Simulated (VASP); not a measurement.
# SnO2 in VASP: further runs

SnO2 is run at these levels: PBE+D3(BJ); tasks: single point.

Program: VASP 6.6.1. These are calculated values, not measurements. Logs are shortened: lines on timing, memory, paths and dates and some standing lists are left out, and cuts for length are marked.

**1. The cell of the first run**

The structure is monoclinic, space group Cm (No. 8). Conventional cell: a = 5.607 Å, b = 3.237 Å, c = 4.680 Å, α = 90.00°, β = 113.54°, γ = 90.00°. Within 2.7 Å of Sn (site symmetry m) lie 6 O at 2.06 to 2.15 Å. O (site symmetry m) has 3 Sn at 2.11 to 2.12 Å and 3 O at 2.70 to 2.77 Å within 2.8 Å. Within 2.8 Å of O (site symmetry m) lie 3 Sn at 2.06 to 2.15 Å and 3 O at 2.70 to 2.77 Å.

**2. Single point, PBE+D3(BJ) (atoms displaced along a vibrational mode)**

File INCAR:

```
SYSTEM = SnO2
PREC = Accurate ; ENCUT = 520
EDIFF = 1E-6 ; ISMEAR = 0
SIGMA = 0.05 ; LREAL = .False.
LASPH = .True. ; NELM = 100
ALGO = Normal ; ISIF = 2
LWAVE = .False. ; LCHARG = .False.
GGA = PE ; IVDW = 12
NBANDS = 64
```

File KPOINTS:

```
regular mesh
0
Gamma
  6 6 6
  0 0 0
```

File POSCAR:

```
SnO2
1.0
    3.2373377712      1.8690778337      4.2908446647
   -3.2373377712      1.8690778337      4.2908446647
    0.0000000000     -3.7381556673      4.2908446647
Sn O
4 8
Direct
    0.8635728567      0.8653819586      0.8653819585
    0.3635956505      0.3653882474      0.8653881506
    0.3635956505      0.8653881507      0.3653882473
    0.8635823569      0.3653914077      0.3653914076
    0.1194873137      0.6220084213      0.6220084271
    0.6194791474      0.1220444067      0.6220135180
    0.6194791474      0.6220135122      0.1220444125
    0.6189941833      0.6031089301      0.6031089249
    0.1194888746      0.1220358890      0.1220358948
    0.1190040120      0.1030799670      0.6030987226
    0.1190040120      0.6030987278      0.1030799618
    0.6189919302      0.1030918128      0.1030918077
```

Potentials or basis: VASP PAW PBE potentials, release 64 (Sn_d, O).

The run is started by

```
cat potpaw_PBE.64/Sn_d/POTCAR potpaw_PBE.64/O/POTCAR > POTCAR
mpirun -np 1 vasp_std > vasp.out
```

OUTCAR:

```text
SYSTEM = SnO2
   PREC = Accurate
   ENCUT = 520
   EDIFF = 1E-6
   ISMEAR = 0
   LREAL = .False.
   LASPH = .True.
   NELM = 100
   ISIF = 2
   GGA = PE
   IVDW = 12
 IVDW          = 12

 ion  position               nearest neighbor table
   1  0.864  0.865  0.865-  12 2.06   5 2.11   6 2.12   7 2.12  11 2.15  10 2.15   2 3.24   3 3.24
                             4 3.24   4 3.24   2 3.24   3 3.24
   2  0.364  0.365  0.865-  11 2.06   6 2.11   9 2.12   5 2.12  12 2.15   8 2.15   4 3.24   1 3.24
                             3 3.24   3 3.24   1 3.24   4 3.24
   3  0.364  0.865  0.365-  10 2.06   7 2.11   9 2.12   5 2.12  12 2.15   8 2.15   4 3.24   1 3.24
                             2 3.24   2 3.24   1 3.24   4 3.24
   4  0.864  0.365  0.365-   8 2.06   9 2.11   7 2.12   6 2.12  10 2.15  11 2.15   3 3.24   2 3.24
                             1 3.24   1 3.24   3 3.24   2 3.24
   5  0.119  0.622  0.622-   1 2.11   2 2.12   3 2.12
   6  0.619  0.122  0.622-   2 2.11   4 2.12   1 2.12
   7  0.619  0.622  0.122-   3 2.11   4 2.12   1 2.12
   8  0.619  0.603  0.603-   4 2.06   3 2.15   2 2.15
   9  0.119  0.122  0.122-   4 2.11   3 2.12   2 2.12
  10  0.119  0.103  0.603-   3 2.06   1 2.15   4 2.15
  11  0.119  0.603  0.103-   2 2.06   1 2.15   4 2.15
  12  0.619  0.103  0.103-   1 2.06   2 2.15   3 2.15

  LATTYP: Found a trigonal (rhomboedric) cell.
 ALAT       =     5.6907957027
 COS(alpha) =     0.3527679204

  Lattice vectors:

 A1 = (   3.2373377712,   1.8690778337,   4.2908446647)
 A2 = (  -3.2373377712,   1.8690778337,   4.2908446647)
 A3 = (   0.0000000000,  -3.7381556673,   4.2908446647)

Analysis of symmetry for initial positions (statically):
=====================================================================
 Subroutine PRICEL returns:
 Original cell was already a primitive cell.

 Routine SETGRP: Setting up the symmetry group for a
 trigonal (rhombohedral) supercell.

 Subroutine GETGRP returns: Found  2 space group operations
 (whereof  2 operations were pure point group operations)
 out of a pool of 12 trial point group operations.

The static configuration has the point symmetry C_1h.

Analysis of symmetry for dynamics (positions and initial velocities):
=====================================================================
 Subroutine PRICEL returns:
 Original cell was already a primitive cell.

 Routine SETGRP: Setting up the symmetry group for a
 trigonal (rhombohedral) supercell.

 Subroutine GETGRP returns: Found  2 space group operations
 (whereof  2 operations were pure point group operations)
[... 136 lines left out ...]
   EFERMI =   0.00;   METHOD = LEGACY
   ISMEAR =     0;   SIGMA  =   0.05  broadening in eV -4-tet -1-fermi 0-gaus
   EFERMI_NEDOS =   21; number of points for ismear=-14 and -15
   IALGO  =     38    algorithm
   IMIX   =      4    mixing-type and parameters
     AMIX     =   0.40;   BMIX     =  1.00
     AMIX_MAG =   1.60;   BMIX_MAG =  1.00
  volume/ion in A,a.u.               =      12.98        87.60
  Fermi-wavevector in a.u.,A,eV,Ry     =   1.430813  2.703844 27.854188  2.047225
  Thomas-Fermi vector in A             =   2.550617
   LORBIT       =      0    0 simple, 1 ext, 2 COOP (PROOUT), +10 PAW based schemes
   GGA     = PE    functional components
   LHFCALC =     F    Hartree Fock is set to
   AEXX    =    0.0000 exact exchange contribution
   IVDW    =    12    specifies the selected vdW correction
   LEPSILON=     F    determine dielectric tensor
   LRPA    =     F    only Hartree local field effects (RPA)
 non-spin polarized calculation
 Gauss-broadening in eV      SIGMA  =   0.05
  energy-cutoff  :      520.00
  volume of cell :      155.78
 maximum number of plane-waves:      4212
   NGX = 21   NGY = 21   NGZ = 21

 number of electron     104.0000015 magnetization

 Free energy of the ion-electron system (eV)
  ---------------------------------------------------
  ext. energy  EPLUGINS =         0.00000000
  ---------------------------------------------------
  free energy    TOTEN  =       -72.57011673 eV

  energy without entropy =      -72.57011673  energy(sigma->0) =      -72.57011673

 E-fermi :   5.1045     XC(G=0): -10.7312

 val. band max:        4.8736060789   @ k =   0.0000   0.0000   0.0000
 cond. band min:       6.4227884017   @ k =   0.0000   0.0000   0.0000
 fundamental gap:      1.5491823228
 Fermi energy:         5.1044907345

 k-point     1 :       0.0000    0.0000    0.0000
  band No.  band energies     occupation
      1     -15.9524      2.00000
      2     -15.9442      2.00000
      3     -15.9440      2.00000
      4     -15.3948      2.00000
      5     -15.1565      2.00000
      6     -15.1412      2.00000
[... 1597 lines left out ...]
     63      14.2841      0.00000
     64      14.6511      0.00000

 [... further k-points ...]

------------------------ aborting loop because EDIFF is reached ----------------------------------------

 Edisp (eV)   -2.41266

 E8    (eV) :    -0.9592

  FORCE on cell =-STRESS in cart. coord.  units (eV):
  Direction    XX          YY          ZZ          XY          YZ          ZX
  --------------------------------------------------------------------------------------
  -------------------------------------------------------------------------------------
  Total       1.38572     0.91850     0.55997     0.40462    -1.53576    -2.66001
  in kB      14.25203     9.44675     5.75927     4.16149   -15.79516   -27.35801
  external pressure =        9.82 kB  Pullay stress =        0.00 kB

 VOLUME and BASIS-vectors are now :
 -----------------------------------------------------------------------------
  energy-cutoff  :      520.00
  volume of cell :      155.78
      direct lattice vectors                 reciprocal lattice vectors
     3.237337771  1.869077834  4.290844665     0.154447894  0.089170533  0.077684782
    -3.237337771  1.869077834  4.290844665    -0.154447894  0.089170533  0.077684782
     0.000000000 -3.738155667  4.290844665     0.000000000 -0.178341066  0.077684782

 POSITION                                       TOTAL-FORCE (eV/Angst)
 -----------------------------------------------------------------------------------
     -0.00586     -0.00338     11.13190         0.458601      0.264774     -0.059549
     -0.00580     -1.87243      6.84120         0.455162      0.263670     -0.060052
     -1.62447      0.93119      6.84120         0.455926      0.262347     -0.060052
      1.61281      0.93116      6.84117         0.457706      0.264256     -0.057947
     -1.62683     -0.93925      5.85058         0.147035      0.084891     -0.063614
      1.61036     -0.93922      5.85073         0.148173      0.084598     -0.064982
     -0.00820      1.86423      5.85073         0.147350      0.086022     -0.064982
      0.05143      0.02969      7.83170        -0.603509     -0.348436      0.123856
     -0.00825     -0.00476      1.55998         0.147729      0.085292     -0.065520
      0.05155     -1.83938      3.54073        -0.605262     -0.349519      0.124166
     -1.56718      0.96434      3.54073        -0.605323     -0.349413      0.124166
      1.67014      0.96426      3.54070        -0.603588     -0.348482      0.124510
 -----------------------------------------------------------------------------------
    total drift:                                0.001753      0.001022     -0.000873

  FREE ENERGIE OF THE ION-ELECTRON SYSTEM (eV)
  ---------------------------------------------------
  free  energy   TOTEN  =       -74.9827726617 eV

  energy  without entropy=      -74.9827726617  energy(sigma->0) =      -74.98277266
```

stdout:

```text
POSCAR found type information on POSCAR SnO
 POSCAR found :  2 types and      12 ions
 scaLAPACK will be used
 LDA part: xc-table for (Slater+PW92), standard interpolation
 POSCAR, INCAR and KPOINTS ok, starting setup
 FFT: planning ... GRIDC
 FFT: planning ... GRID_SOFT
 FFT: planning ... GRID
 WAVECAR not read
 entering main loop
```

Wall time 22 min (1 thread of Oxide Virtual Turin-like, shared host); peak memory 0.54 GiB.

What came out:

```yaml
Free_energy: -74.9828 eV
Pressure: 1.0 GPa
Largest_force: 0.710 eV/Å
Band_gap_on_the_k_mesh: 1.55 eV
Dispersion_energy_per_atom: -0.201 eV
```

Forces on the atoms (eV/Å):
```
Sn   0.459  0.265 -0.060
Sn   0.455  0.264 -0.060
Sn   0.456  0.262 -0.060
Sn   0.458  0.264 -0.058
O    0.147  0.085 -0.064
O    0.148  0.085 -0.065
O    0.147  0.086 -0.065
O   -0.604 -0.348  0.124
O    0.148  0.085 -0.066
O   -0.605 -0.350  0.124
O   -0.605 -0.349  0.124
O   -0.604 -0.348  0.125
```

Stress tensor (GPa, compression positive):
```
 1.43  0.42 -2.74
 0.42  0.94 -1.58
-2.74 -1.58  0.58
```

Caveat: the cell differs from its parent crystal (atoms displaced along a vibrational mode); spin-orbit coupling is left out, which moves the levels of the heavy elements.

**3. Single point, PBE+D3(BJ) (atoms displaced along a vibrational mode)**

File INCAR:

```
SYSTEM = SnO2
  PREC = Accurate
  ENCUT = 520
  EDIFF = 1E-7
  ISMEAR = 0
  SIGMA = 0.05
  LREAL = .False.
  LASPH = .True.
  NELM = 100
  ALGO = Normal
  ISIF = 2
  LWAVE = .False.
  LCHARG = .False.
  GGA = PE
  IVDW = 12
  NBANDS = 64
```

KPOINTS is that of step 2.

File POSCAR:

```
SnO2
1.0
    3.2373377712      1.8690778337      4.2908446647
   -3.2373377712      1.8690778337      4.2908446647
    0.0000000000     -3.7381556673      4.2908446647
Sn O
4 8
Direct
    0.8683931664      0.8629718036      0.8629718038
    0.3683831213      0.3629992942      0.8629819809
    0.3683831213      0.8629819807      0.3629992945
    0.8683946966      0.3629928897      0.3629928900
    0.1140034269      0.6247907755      0.6247907690
    0.6139368830      0.1247863562      0.6247734282
    0.6139368830      0.6247734347      0.1247863498
    0.5889305586      0.6181407376      0.6181407422
    0.1139832762      0.1247886943      0.1247886878
    0.0888645514      0.1181695884      0.6181490620
    0.0888645514      0.6181490574      0.1181695930
    0.5888912612      0.1181416423      0.1181416469
```

Potentials or basis: VASP PAW PBE potentials, release 64 (Sn_d, O).

The run is started by

```
cat potpaw_PBE.64/Sn_d/POTCAR potpaw_PBE.64/O/POTCAR > POTCAR
mpirun -np 1 vasp_std > vasp.out
```

It took 21 min on 1 thread of Oxide Virtual Turin-like, shared host; peak memory 0.54 GiB.

The run converged. Its results:

```yaml
Free_energy: -74.7866 eV
Pressure: 1.8 GPa
Largest_force: 1.238 eV/Å
Band_gap_on_the_k_mesh: 1.54 eV
Dispersion_energy_per_atom: -0.201 eV
```

Forces on the atoms (eV/Å):
```
Sn  -1.066 -0.615 -0.130
Sn  -1.058 -0.614 -0.129
Sn  -1.060 -0.609 -0.129
Sn  -1.063 -0.614 -0.134
O    0.282  0.163 -0.113
O    0.283  0.163 -0.110
O    0.283  0.163 -0.110
O    0.778  0.449  0.241
O    0.281  0.162 -0.112
O    0.781  0.449  0.242
O    0.779  0.452  0.242
O    0.780  0.450  0.241
```

Stress tensor (GPa, compression positive):
```
2.08 0.05 1.76
0.05 2.02 1.02
1.76 1.02 1.25
```

Levels at points of the mesh, in eV from the valence-band top:
```csv
k point,band 49,band 50,band 51,band 52,band 53,band 54,band 55,band 56
"(0.00, 0.00, 0.00)",-0.08,-0.08,-0.04,0.00,1.54,4.65,4.82,4.82
"(0.50, 0.00, 0.00)",-0.45,-0.45,-0.07,-0.07,3.99,3.99,5.55,5.55
"(0.00, 0.50, 0.00)",-0.38,-0.38,-0.09,-0.09,4.07,4.07,5.51,5.51
"(0.50, 0.50, 0.00)",-0.59,-0.59,-0.19,-0.19,4.47,4.48,5.50,5.50
"(0.00, 0.50, 0.50)",-0.57,-0.57,-0.15,-0.15,4.40,4.40,5.57,5.57
"(0.50, 0.50, 0.50)",-1.05,-0.98,-0.90,-0.90,3.45,5.13,5.33,5.33
```

Caveat: the cell differs from its parent crystal (atoms displaced along a vibrational mode); spin-orbit coupling is left out, which moves the levels of the heavy elements; forces of over 1 eV/Å act on the atoms, so gaps and moduli don't describe the material at rest.

[end of part 1 of 2]
